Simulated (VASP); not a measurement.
A run of VASP 6.6.1:

The input INCAR:

```
ALGO = Normal
EDIFF = 1E-6
ENCUT = 600
GGA = PE
GGA_COMPAT = False
ISIF = 2
ISMEAR = 0
LASPH = True
LCHARG = False
LREAL = False
LWAVE = False
NBANDS = 15
NELM = 120
PREC = Accurate
SIGMA = 0.01
```

KPOINTS

```
k-points
0
Gamma
  4 4 4
```

File POSCAR:

```
TaN
1.0
    2.9380000000      0.0000000000      0.0000000000
   -1.4690000000      2.5443826363      0.0000000000
    0.0000000000      0.0000000000      2.8830000000
Ta N
1 1
Direct
    0.0000000000      0.0000000000      0.5000000000
    0.6666666667      0.3333333333      0.0000000000
```

Potentials or basis: VASP PAW PBE potentials, release 64 (Ta_pv, N).

Launch:

```console
$ cat potpaw_PBE.64/Ta_pv/POTCAR potpaw_PBE.64/N/POTCAR > POTCAR
$ mpirun -np 1 vasp_std > vasp.out
```

Hardware: 1 thread of Intel(R) Xeon(R) 6975P-C (Granite Rapids) (shared host).

Problem. Estimate the wall time of this run.

Solution. It took 3 s on 1 thread of Intel(R) Xeon(R) 6975P-C (Granite Rapids), on a shared host, peak memory 0.13 GiB. Counts: scf iterations 13, k points 12.
